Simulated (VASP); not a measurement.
# BN (P1) in VASP: a series of runs, part 2 of 2

VASP 6.6.1. The steps go on from the part before.

### 3 Single point, PBE

INCAR reads:

```
SYSTEM = BN
  PREC = Accurate
  ENCUT = 520
  EDIFF = 1E-6
  ISMEAR = -1
  SIGMA = 0.02
  LREAL = Auto
  LASPH = .True.
  NELM = 120
  ALGO = Normal
  ISIF = 2
  LWAVE = .False.
  LCHARG = .False.
  GGA = PE
  NBANDS = 46
  GGA_COMPAT = .False.
  ISYM = -1
```

KPOINTS reads:

```
explicit points
4
Reciprocal
  0.25000000   0.25000000   0.25000000 2
  0.25000000   0.25000000   0.75000000 2
  0.25000000   0.75000000   0.25000000 2
  0.25000000   0.75000000   0.75000000 2
```

POSCAR reads:

```
BN
1.0
   -3.5863140000      3.5863140000      0.0000000000
    0.0000000000      3.5863140000     -3.5863140000
   -3.5863140000      0.0000000000     -3.5863140000
B N
8 8
Direct
   -0.0263259157      0.4905911752      0.5077603355
   -0.0314166579     -0.0098120243      0.5055343732
   -0.0217340144      0.4848178380      0.0105261279
   -0.0239159204     -0.0104739853      0.0050374842
    0.4695892496      0.4888204156      0.5112529187
    0.4708732978     -0.0199992248      0.5136277805
    0.4838381413      0.4875316272      0.0090450808
    0.4707702672     -0.0094913608      0.0052332283
    0.3461806468      0.8584838082      0.3788807952
    0.3578218472      0.3562458558      0.3757285335
    0.3567384228      0.8624902895      0.8696734307
    0.3487820643      0.3588821280      0.8883759202
    0.8468637994      0.8611436422      0.3785754677
    0.8531907691      0.3589211653      0.3875176574
    0.8492428438      0.8579364495      0.8864640687
    0.8491098381      0.3579665640      0.8850194099
```

Potentials or basis: VASP PAW PBE potentials, release 64 (B, N).

The run is started by

```sh
$ cat potpaw_PBE.64/B/POTCAR potpaw_PBE.64/N/POTCAR > POTCAR
$ mpirun -np 1 vasp_std > vasp.out
```

Run time: 81 s. Hardware: 1 thread of Intel Xeon Platinum 8259CL at 2.50GHz (Skylake/Cascade Lake), shared host; peak memory 0.23 GiB.

Results (log left out):

```
Free energy            : -139.2089 eV
Pressure               : 13.6 GPa
Largest force          : 2.301 eV/Å
Band gap on the k mesh : 5.77 eV
```

Forces in eV/Å, atoms in the order of the input:
```
B   -0.431 -0.043  0.807
B   -0.909 -0.216  0.148
B    0.162 -0.276 -0.313
B    0.021 -0.665  0.583
B   -0.359  0.016  0.849
B    1.275  1.420  1.101
B    0.948 -0.988  0.450
B   -0.804  0.081  0.443
N   -0.202 -0.005 -0.625
N   -0.170 -0.459 -1.786
N   -0.944 -1.295 -1.650
N    0.568  0.717  0.266
N   -0.630  0.311 -0.330
N    1.091 -0.333 -0.140
N    0.667  0.416  0.187
N   -0.283  1.319  0.011
```

Stress tensor (GPa, compression positive):
```
13.49  2.18 -1.22
 2.18 13.51  1.46
-1.22  1.46 13.66
```

Levels at points of the mesh, in eV from the valence-band top:
```
           k point  band 29  band 30  band 31  band 32  band 33  band 34  band 35  band 36
(0.25, 0.25, 0.25)    -1.45    -1.37    -0.23     0.00     5.77     5.96     6.01     9.51
```

Caveat: the cell stands under pressure; the atoms stand as in a frame of molecular dynamics; a shifted mesh leaves out Γ, where band edges can lie; forces of over 1 eV/Å act on the atoms, so gaps and moduli don't describe the material at rest. A k mesh can miss the band edges.

### 4 Single point, PBE

INCAR reads:

```
SYSTEM = BN
PREC = Accurate ; ENCUT = 520
EDIFF = 1E-6 ; ISMEAR = -1
SIGMA = 0.02 ; LREAL = Auto
LASPH = .TRUE. ; NELM = 120
ALGO = Normal ; ISIF = 2
LWAVE = .FALSE. ; LCHARG = .FALSE.
GGA = PE ; NBANDS = 46
GGA_COMPAT = .FALSE. ; ISYM = -1
```

KPOINTS is that of step 3.

POSCAR reads:

```
BN
1.0
   -3.6095270000      3.6095270000      0.0000000000
    0.0000000000      3.6095270000     -3.6095270000
   -3.6095270000      0.0000000000     -3.6095270000
B N
8 8
Direct
   -0.0029142323      0.4867418917      0.4967891915
   -0.0086861797     -0.0085800716      0.5029185264
   -0.0049201738      0.4938451769     -0.0021148200
   -0.0064831209     -0.0071109040      0.0023133225
    0.4955671477      0.4897638943      0.5014476966
    0.4951310795     -0.0069590836      0.4989858782
    0.4955496939      0.4900129574     -0.0005682185
    0.4946692461     -0.0118885383      0.0055525281
    0.3615163427      0.8684833221      0.3812413649
    0.3646825470      0.3714307997      0.3769021537
    0.3648207923      0.8749530063      0.8684975899
    0.3542871407      0.3653456533      0.8860543224
    0.8624027470      0.8651116891      0.3754159479
    0.8608755385      0.3694676616      0.3764439219
    0.8635685507      0.8708919479      0.8790160040
    0.8608769238      0.3736792937      0.8776938086
```

Potentials or basis: VASP PAW PBE potentials, release 64 (B, N).

The run is started by

```sh
$ cat potpaw_PBE.64/B/POTCAR potpaw_PBE.64/N/POTCAR > POTCAR
$ mpirun -np 1 vasp_std > vasp.out
```

OUTCAR:

```text
SYSTEM = BN
   PREC = Accurate
   ENCUT = 520
   EDIFF = 1E-6
   ISMEAR = -1
   LREAL = Auto
   LASPH = .TRUE.
   NELM = 120
   ISIF = 2
   GGA = PE
   ISYM = -1

 ion  position               nearest neighbor table
   1  0.997  0.487  0.497-  10 1.53  14 1.56  13 1.58  16 1.59
   2  0.991  0.991  0.503-   9 1.54  15 1.57  14 1.58  13 1.60
   3  0.995  0.494  0.998-  12 1.50  16 1.56  15 1.57  14 1.58
   4  0.994  0.993  0.002-  11 1.55  13 1.56  15 1.56  16 1.59
   5  0.496  0.490  0.501-  14 1.52  10 1.56   9 1.58  12 1.60
[... 348 lines left out ...]
  Total        3.3258935      3.2681811      3.2812626      0.0808773      1.1977506     -1.0387933
  in kB       56.6549742     55.6718712     55.8947072      1.3777053     20.4030974    -17.6953369
  external PRESSURE =      56.0738509 kB  Pullay stress =       0.0000000 kB

 VOLUME and BASIS-vectors are now :
 -----------------------------------------------------------------------------
  energy-cutoff  :      520.00
  volume of cell :       94.05
      direct lattice vectors                 reciprocal lattice vectors
    -3.609527000  3.609527000  0.000000000    -0.138522305  0.138522305  0.138522305
     0.000000000  3.609527000 -3.609527000     0.138522305  0.138522305 -0.138522305
    -3.609527000  0.000000000 -3.609527000    -0.138522305 -0.138522305 -0.138522305

 POSITION                                       TOTAL-FORCE (eV/Angst)
 -----------------------------------------------------------------------------------
     -5.39218      5.35592     -3.55008         0.329223     -0.170298     -1.275601
     -5.39347      7.15673     -5.39385         0.369811     -0.245246     -0.108636
     -7.19366      5.37431     -5.38444         0.505663     -0.891026     -0.851141
     -3.59448      7.16999     -3.59221         0.478160      0.050439     -0.177597
     -3.59875      3.55658     -3.57781         0.510181     -0.602528     -0.976487
     -3.58829      5.37160     -5.38551         0.420431     -0.368166     -0.347224
[... 8 lines left out ...]
     -6.28991      6.26058     -6.31634         0.007479      0.132476      0.565639
     -6.27542      4.45616     -4.51686        -0.331793      0.031001      1.215273
 -----------------------------------------------------------------------------------
    total drift:                                0.000018     -0.003279     -0.000505

  FREE ENERGIE OF THE ION-ELECTRON SYSTEM (eV)
  ---------------------------------------------------
  free  energy   TOTEN  =      -139.3508799253 eV

  energy  without entropy=     -139.3508799253  energy(sigma->0) =     -139.35087993
```

Run time: 77 s. Hardware: 1 thread of Intel Xeon Platinum 8259CL at 2.50GHz (Skylake/Cascade Lake), shared host; peak memory 0.23 GiB.

What came out:

| Property | Result |
| --- | --- |
| Free energy | -139.3509 eV |
| Pressure | 5.6 GPa |
| Largest force | 2.374 eV/Å |
| Band gap on the k mesh | 5.69 eV |

Forces on the atoms (eV/Å):
```
B    0.329 -0.170 -1.276
B    0.370 -0.245 -0.109
B    0.506 -0.891 -0.851
B    0.478  0.050 -0.178
B    0.510 -0.603 -0.976
B    0.420 -0.368 -0.347
B    0.764 -0.188 -0.912
B    0.919 -0.318 -0.409
N   -0.125  0.181  0.742
N   -0.096  0.066  0.846
N   -1.357 -0.657 -0.044
N   -0.816  1.877  1.203
N   -0.795  0.902 -0.016
N   -0.783  0.200  0.546
N    0.007  0.132  0.566
N   -0.332  0.031  1.215
```

Stress tensor (GPa, compression positive):
```
 5.67  0.14 -1.77
 0.14  5.57  2.04
-1.77  2.04  5.59
```

Caveat: the cell stands under pressure; the atoms stand as in a frame of molecular dynamics; a shifted mesh leaves out Γ, where band edges can lie; forces of over 1 eV/Å act on the atoms, so gaps and moduli don't describe the material at rest. A k mesh can miss the band edges.

### 5 The runs side by side

```tsv
cell	gap on the mesh (eV)	pressure (GPa)	largest force (eV/Å)
a = 5.053 Å, angles 60.0°, 16 atoms, atomic positions A	5.60	18.3	2.20
a = 5.072 Å, angles 60.0°, 16 atoms, atomic positions B	5.77	13.6	2.30
a = 5.105 Å, angles 60.0°, 16 atoms, atomic positions C	5.69	5.6	2.37
```

Alike in all rows: task single point; level PBE; potentials or basis VASP PAW PBE potentials, release 64 (B, N); no spin polarisation; k mesh 2 × 2 × 2, shifted; cutoff (eV) 520; smearing fermi-dirac 0.02 eV.

Caveats: the cell stands under pressure; the atoms stand as in a frame of molecular dynamics; a shifted mesh leaves out Γ, where band edges can lie; forces of over 1 eV/Å act on the atoms, so gaps and moduli don't describe the material at rest.

Total energies depend on the potentials used, so only differences within one code and one set of settings carry meaning.
